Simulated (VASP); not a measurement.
# BaO (Fm-3m) in VASP: a series of runs

The runs below take BaO through single point, relaxation of cell and atoms, with PBE.

Program: VASP 6.6.1. These are calculated values, not measurements. Logs are shortened: lines on timing, memory, paths and dates and some standing lists are left out, and cuts for length are marked.

## 1. The cell of the first run

Symmetry: Fm-3m, No. 225, cubic system. Conventional cell: a = 5.751 Å, b = 5.751 Å, c = 5.751 Å, α = 90.00°, β = 90.00°, γ = 90.00°. Within 3.8 Å of Ba (site symmetry m-3m) lie 6 O at 2.88 Å. Within 3.8 Å of O (site symmetry m-3m) lie 6 Ba at 2.88 Å.

## 2. Single point, PBE

Input file INCAR:

```
ALGO = Normal
EDIFF = 1E-6
ENCUT = 600
GGA = PE
GGA_COMPAT = F
ISIF = 2
ISMEAR = 0
LASPH = T
LCHARG = F
LREAL = F
LWAVE = F
NBANDS = 15
NELM = 120
PREC = Accurate
SIGMA = 0.1
```

Input file KPOINTS:

```
k-points
0
Gamma
  6 6 6
```

Input file POSCAR:

```
BaO
1.0
    0.0000000000      2.8753253551      2.8753253551
    2.8753253551      0.0000000000      2.8753253551
    2.8753253551      2.8753253551      0.0000000000
Ba O
1 1
Direct
    0.0000000000      0.0000000000      0.0000000000
    0.5000000000      0.5000000000      0.5000000000
```

Potentials or basis: VASP PAW PBE potentials, release 64 (Ba_sv, O).

Run with:

```sh
cat potpaw_PBE.64/Ba_sv/POTCAR potpaw_PBE.64/O/POTCAR > POTCAR
mpirun -np 1 vasp_std > vasp.out
```

OUTCAR:

```text
EDIFF = 1E-6
   ENCUT = 600
   GGA = PE
   ISIF = 2
   ISMEAR = 0
   LASPH = T
   LREAL = F
   NELM = 120
   PREC = Accurate

 ion  position               nearest neighbor table
   1  0.000  0.000  0.000-   2 2.88   2 2.88   2 2.88   2 2.88   2 2.88   2 2.88
   2  0.500  0.500  0.500-   1 2.88   1 2.88   1 2.88   1 2.88   1 2.88   1 2.88

  LATTYP: Found a face centered cubic cell.
 ALAT       =     5.7506507102

  Lattice vectors:

 A1 = (   0.0000000000,   2.8753253551,   2.8753253551)
 A2 = (   2.8753253551,   0.0000000000,   2.8753253551)
 A3 = (   2.8753253551,   2.8753253551,   0.0000000000)

Analysis of symmetry for initial positions (statically):
=====================================================================
 Subroutine PRICEL returns:
 Original cell was already a primitive cell.

 Routine SETGRP: Setting up the symmetry group for a
 face centered cubic supercell.

 Subroutine GETGRP returns: Found 48 space group operations
 (whereof 48 operations were pure point group operations)
 out of a pool of 48 trial point group operations.

The static configuration has the point symmetry O_h .

Analysis of symmetry for dynamics (positions and initial velocities):
=====================================================================
 Subroutine PRICEL returns:
 Original cell was already a primitive cell.

 Routine SETGRP: Setting up the symmetry group for a
 face centered cubic supercell.

 Subroutine GETGRP returns: Found 48 space group operations
 (whereof 48 operations were pure point group operations)
 out of a pool of 48 trial point group operations.

The dynamic configuration has the point symmetry O_h .

 Subroutine INISYM returns: Found 48 space group operations
 (whereof 48 operations are pure point group operations),
 and found     1 'primitive' translations

----------------------------------------------------------------------------------------

                                     Primitive cell

  volume of cell :      47.5435

  direct lattice vectors                    reciprocal lattice vectors
     0.000000000  2.875325355  2.875325355    -0.173893364  0.173893364  0.173893364
     2.875325355  0.000000000  2.875325355     0.173893364 -0.173893364  0.173893364
     2.875325355  2.875325355  0.000000000     0.173893364  0.173893364 -0.173893364

  length of vectors
     4.066324113  4.066324113  4.066324113     0.301192142  0.301192142  0.301192142

  position of ions in fractional coordinates (direct lattice)
     0.000000000  0.000000000  0.000000000
     0.500000000  0.500000000  0.500000000

  ion indices of the primitive-cell ions
   primitive index   ion index
                 1           1
                 2           2

----------------------------------------------------------------------------------------

 KPOINTS: k-points

Automatic generation of k-mesh.
 Grid dimensions read from file:
 generate k-points for:    6    6    6

 Generating k-lattice:

  Cartesian coordinates                     Fractional coordinates (reciprocal lattice)
    -0.028982227  0.028982227  0.028982227     0.166666667  0.000000000  0.000000000
     0.028982227 -0.028982227  0.028982227     0.000000000  0.166666667  0.000000000
     0.028982227  0.028982227 -0.028982227     0.000000000  0.000000000  0.166666667

  Length of vectors
     0.050198690  0.050198690  0.050198690

  Shift w.r.t. Gamma in fractional coordinates (k-lattice)
     0.000000000  0.000000000  0.000000000

 Subroutine IBZKPT returns following result:
 ===========================================

 Found     16 irreducible k-points:

 Following reciprocal coordinates:
            Coordinates               Weight
  0.000000  0.000000  0.000000      1.000000
  0.166667  0.000000  0.000000      8.000000
  0.333333  0.000000  0.000000      8.000000
  0.500000  0.000000  0.000000      4.000000
  0.166667  0.166667  0.000000      6.000000
  0.333333  0.166667  0.000000     24.000000
[... 8 lines left out ...]
 -0.333333  0.333333  0.166667     24.000000
 -0.333333  0.500000  0.166667     12.000000
   k-points           NKPTS =     16   k-points in BZ     NKDIM =     16   number of bands    NBANDS=     15
   number of dos      NEDOS =    301   number of ions     NIONS =      2
   total plane-waves  NPLWV =  32768
   dimension x,y,z NGX =    32 NGY =   32 NGZ =   32
   dimension x,y,z NGXF=    64 NGYF=   64 NGZF=   64
   ions per type =               1   1
   NGX,Y,Z   is equivalent  to a cutoff of  13.08, 13.08, 13.08 a.u.
   NGXF,Y,Z  is equivalent  to a cutoff of  26.17, 26.17, 26.17 a.u.
 SYSTEM =  unknown system
   PREC   = accura    normal or accurate (medium, high low for compatibility)
   ISTART =      0    job   : 0-new  1-cont  2-samecut
   ICHARG =      2    charge: 1-file 2-atom 10-const
   ISPIN  =      1    spin polarized calculation?
   LNONCOLLINEAR =      F non collinear calculations
   LSORBIT =      F    spin-orbit coupling
   LASPH  =      T    aspherical Exc in radial PAW
   ENCUT  =  600.0 eV  44.10 Ry    6.64 a.u.   8.12  8.12  8.12*2*pi/ulx,y,z
   NELM   =    120;   NELMIN=  2; NELMDL= -5     # of ELM steps
   EDIFF  = 0.1E-05   stopping-criterion for ELM
   LREAL  =      F    real-space projection
   EDIFFG = 0.1E-04   stopping-criterion for IOM
   NSW    =      0    number of steps for IOM
   IBRION =     -1    ionic relax: 0-MD 1-quasi-New 2-CG
   NFREE  =      0    steps in history (QN), initial steepest desc. (CG)
   ISIF   =      2    stress and relaxation
   ISYM   =      2    0-nonsym 1-usesym 2-fastsym
   POTIM  = 0.5000    time-step for ionic-motion
   TEBEG  =    0.0;   TEEND  =   0.0 temperature during run
   PSTRESS=    0.0 pullay stress
   NELECT =      16.0000    total number of electrons
   NUPDOWN=      -1.0000    fix difference up-down
   EMIN   =  10.00;   EMAX   =-10.00  energy-range for DOS
   EFERMI =   0.00;   METHOD = LEGACY
   ISMEAR =     0;   SIGMA  =   0.10  broadening in eV -4-tet -1-fermi 0-gaus
   EFERMI_NEDOS =   21; number of points for ismear=-14 and -15
   IALGO  =     38    algorithm
   IMIX   =      4    mixing-type and parameters
     AMIX     =   0.40;   BMIX     =  1.00
     AMIX_MAG =   1.60;   BMIX_MAG =  1.00
  volume/ion in A,a.u.               =      23.77       160.42
  Fermi-wavevector in a.u.,A,eV,Ry     =   1.138722  2.151873 17.642518  1.296689
  Thomas-Fermi vector in A             =   2.275426
   LORBIT       =      0    0 simple, 1 ext, 2 COOP (PROOUT), +10 PAW based schemes
   GGA     = PE    functional components
   LHFCALC =     F    Hartree Fock is set to
   AEXX    =    0.0000 exact exchange contribution
   IVDW    =     0    specifies the selected vdW correction
   LEPSILON=     F    determine dielectric tensor
   LRPA    =     F    only Hartree local field effects (RPA)
 non-spin polarized calculation
 Gauss-broadening in eV      SIGMA  =   0.10
  energy-cutoff  :      600.00
  volume of cell :       47.54
 maximum number of plane-waves:      1600
   NGX = 17   NGY = 17   NGZ = 17

 number of electron      15.9999997 magnetization

 Free energy of the ion-electron system (eV)
  ---------------------------------------------------
  ext. energy  EPLUGINS =         0.00000000
  ---------------------------------------------------
  free energy    TOTEN  =       -11.76744451 eV

  energy without entropy =      -11.76744451  energy(sigma->0) =      -11.76744451

 E-fermi :   1.6145     XC(G=0):  -9.1122

 val. band max:        1.1587218318   @ k =   0.5000   0.5000   0.0000
 cond. band min:       3.4481965790   @ k =   0.5000   0.5000   0.0000
 fundamental gap:      2.2894747472
 Fermi energy:         1.6144975277

 k-point     1 :       0.0000    0.0000    0.0000
  band No.  band energies     occupation
      1     -24.8193      2.00000
      2     -13.5468      2.00000
      3      -9.5144      2.00000
      4      -9.5144      2.00000
      5      -9.5144      2.00000
      6       1.0743      2.00000
      7       1.0743      2.00000
      8       1.0743      2.00000
      9       4.2459      0.00000
     10       5.8592      0.00000
     11       5.8592      0.00000
     12       5.8592      0.00000
     13       7.8560      0.00000
     14       7.8560      0.00000
     15      11.0050      0.00000

 k-point     2 :       0.1667    0.0000    0.0000
  band No.  band energies     occupation
      1     -24.7813      2.00000
      2     -13.6692      2.00000
      3      -9.5641      2.00000
      4      -9.5390      2.00000
      5      -9.5390      2.00000
      6       0.5726      2.00000
      7       0.8044      2.00000
      8       0.8044      2.00000
      9       5.2199      0.00000
     10       5.7302      0.00000
     11       6.3012      0.00000
     12       6.3012      0.00000
     13       8.4180      0.00000
     14       8.4180      0.00000
     15      12.4097      0.00000

 k-point     3 :       0.3333    0.0000    0.0000
  band No.  band energies     occupation
      1     -24.7034      2.00000
      2     -13.9148      2.00000
      3      -9.6544      2.00000
      4      -9.5871      2.00000
      5      -9.5871      2.00000
      6      -0.1382      2.00000
      7       0.3422      2.00000
      8       0.3422      2.00000
      9       5.7159      0.00000
     10       7.3442      0.00000
     11       7.3442      0.00000
     12       7.4048      0.00000
     13       9.7087      0.00000
     14       9.7087      0.00000
     15      14.1759      0.00000
[... 199 lines left out ...]
 k-point    15 :      -0.3333    0.3333    0.1667
  band No.  band energies     occupation
      1     -24.6295      2.00000
      2     -13.8417      2.00000
      3     -10.1111      2.00000
      4     -10.1110      2.00000
      5      -9.5964      2.00000
      6       0.1322      2.00000
      7       0.7581      2.00000
      8       0.7968      2.00000
      9       5.8393      0.00000
     10       6.0692      0.00000
     11       7.9491      0.00000
     12       9.1961      0.00000
     13      10.3350      0.00000
     14      12.0655      0.00000
     15      12.7631      0.00000

 k-point    16 :      -0.3333    0.5000    0.1667
  band No.  band energies     occupation
      1     -24.6186      2.00000
      2     -13.7342      2.00000
      3     -10.4187      2.00000
      4     -10.0978      2.00000
      5      -9.6684      2.00000
      6       0.4408      2.00000
      7       1.0415      2.00000
      8       1.0809      2.00000
      9       4.5782      0.00000
     10       7.1113      0.00000
     11       7.3414      0.00000
     12      10.0184      0.00000
     13      10.2162      0.00000
     14      12.2367      0.00000
     15      12.5540      0.00000

------------------------ aborting loop because EDIFF is reached ----------------------------------------

  FORCE on cell =-STRESS in cart. coord.  units (eV):
  Direction    XX          YY          ZZ          XY          YZ          ZX
  --------------------------------------------------------------------------------------
  -------------------------------------------------------------------------------------
  Total       -1.2449552     -1.2449552     -1.2449552      0.0000000      0.0000000      0.0000000
  in kB      -41.9539959    -41.9539959    -41.9539959      0.0000000      0.0000000      0.0000000
  external PRESSURE =     -41.9539959 kB  Pullay stress =       0.0000000 kB

 VOLUME and BASIS-vectors are now :
 -----------------------------------------------------------------------------
  energy-cutoff  :      600.00
  volume of cell :       47.54
      direct lattice vectors                 reciprocal lattice vectors
     0.000000000  2.875325355  2.875325355    -0.173893364  0.173893364  0.173893364
     2.875325355  0.000000000  2.875325355     0.173893364 -0.173893364  0.173893364
     2.875325355  2.875325355  0.000000000     0.173893364  0.173893364 -0.173893364

 POSITION                                       TOTAL-FORCE (eV/Angst)
 -----------------------------------------------------------------------------------
      0.00000      0.00000      0.00000        -0.000000      0.000000     -0.000000
      2.87533      2.87533      2.87533         0.000000     -0.000000      0.000000
 -----------------------------------------------------------------------------------
    total drift:                                0.000000     -0.000000      0.000000

  FREE ENERGIE OF THE ION-ELECTRON SYSTEM (eV)
  ---------------------------------------------------
  free  energy   TOTEN  =       -11.7674445119 eV

  energy  without entropy=      -11.7674445119  energy(sigma->0) =      -11.76744451
```

It took 9.6 s on 1 thread of Intel Xeon Platinum 8259CL at 2.50GHz (Skylake/Cascade Lake), shared host; peak memory 0.18 GiB.

Results:

* Free energy: -11.7674 eV
* Pressure: -4.2 GPa
* Band gap on the k mesh: 2.29 eV, direct

Caveat: spin-orbit coupling is left out, which moves the levels of the heavy elements. A k mesh can miss the band edges.

## 3. Single point, PBE

This run uses another cell than the first one, of 21.65 Å³/atom, 0.911 times its volume.

Input file INCAR:

```
SYSTEM = BaO
PREC = Accurate
ENCUT = 600
EDIFF = 1E-6
ISMEAR = 0
SIGMA = 0.02
LREAL = .FALSE.
LASPH = .TRUE.
NELM = 120
ALGO = Normal
ISIF = 2
LWAVE = .FALSE.
LCHARG = .FALSE.
GGA = PE
NBANDS = 15
GGA_COMPAT = .FALSE.
```

Input file KPOINTS:

```
regular mesh
0
G
  8 8 8
  0 0 0
```

Input file POSCAR:

```
BaO
1.0
    0.0000000000      2.7870094962      2.7870094962
    2.7870094962      0.0000000000      2.7870094962
    2.7870094962      2.7870094962      0.0000000000
Ba O
1 1
Direct
    0.0000000000      0.0000000000      0.0000000000
    0.5000000000      0.5000000000      0.5000000000
```

Potentials or basis: VASP PAW PBE potentials, release 64 (Ba_sv, O).

Run with:

```sh
cat potpaw_PBE.64/Ba_sv/POTCAR potpaw_PBE.64/O/POTCAR > POTCAR
mpirun -np 1 vasp_std > vasp.out
```

It took 15 s on 1 thread of Intel Xeon Platinum 8259CL at 2.50GHz (Skylake/Cascade Lake), shared host; peak memory 0.18 GiB.

The run converged. Its results:

```
Free energy            : -11.8066 eV
Pressure               : 1.5 GPa
Band gap on the k mesh : 2.04 eV, direct
```

Levels at points of the mesh, in eV from the valence-band top:
| k point | band 4 | band 5 | band 6 | band 7 | band 8 | band 9 | band 10 | band 11 | band 12 | band 13 |
| --- | --- | --- | --- | --- | --- | --- | --- | --- | --- | --- |
| (0.00, 0.00, 0.00) | -10.46 | -10.46 | -0.29 | -0.29 | -0.29 | 3.47 | 4.69 | 4.69 | 4.69 | 6.91 |
| (0.50, 0.00, 0.00) | -10.58 | -10.58 | -1.92 | -1.39 | -1.39 | 4.91 | 7.10 | 7.10 | 8.08 | 10.35 |
| (0.50, 0.50, 0.00) | -11.01 | -11.01 | -0.13 | -0.13 | 0.00 | 2.04 | 5.90 | 8.80 | 9.28 | 9.61 |

Caveat: spin-orbit coupling is left out, which moves the levels of the heavy elements.

## 4. Single point, PBE

This run uses another cell than the first one, of 21.65 Å³/atom, 0.911 times its volume.

Input file INCAR:

```
PREC     = Accurate       # precision mode
ENCUT    = 600            # plane-wave cutoff, eV
EDIFF    = 1E-6           # SCF threshold, eV
ISMEAR   = 0              # smearing method
SIGMA    = 0.02           # smearing width, eV
LREAL    = F              # projectors in reciprocal space
LASPH    = T              # aspherical terms in the spheres
NELM     = 120            # most SCF steps
ALGO     = Normal         # electronic algorithm
ISIF     = 2              # what is computed and relaxed
LWAVE    = F              # write WAVECAR
LCHARG   = T              # write CHGCAR
GGA      = PE             # functional
LELF     = T              # ELF
LVHAR    = T            
NBANDS   = 15             # bands
GGA_COMPAT= F
```

Input file KPOINTS:

```
Automatic mesh
0
Gamma
  8 8 8
```

POSCAR is that of step 3.

Run with:

```sh
cat potpaw_PBE.64/Ba_sv/POTCAR potpaw_PBE.64/O/POTCAR > POTCAR
mpirun -np 1 vasp_std > vasp.out
```

It took 16 s on 1 thread of Intel Xeon Platinum 8259CL at 2.50GHz (Skylake/Cascade Lake), shared host; peak memory 0.18 GiB.

It converged, with:

| Item | Value |
| --- | --- |
| Free energy | -11.8066 eV |
| Pressure | 1.5 GPa |
| Band gap on the k mesh | 2.04 eV, direct |

Levels at points of the mesh, in eV from the valence-band top:
```csv
k point,band 4,band 5,band 6,band 7,band 8,band 9,band 10,band 11,band 12,band 13
"(0.00, 0.00, 0.00)",-10.46,-10.46,-0.29,-0.29,-0.29,3.47,4.69,4.69,4.69,6.91
"(0.50, 0.00, 0.00)",-10.58,-10.58,-1.92,-1.39,-1.39,4.91,7.10,7.10,8.08,10.35
"(0.50, 0.50, 0.00)",-11.01,-11.01,-0.13,-0.13,0.00,2.04,5.90,8.80,9.28,9.61
```

Caveat: spin-orbit coupling is left out, which moves the levels of the heavy elements. PBE gaps usually lie below the measured ones, often by a third to a half.

(Part 1 of 2 ends here.)
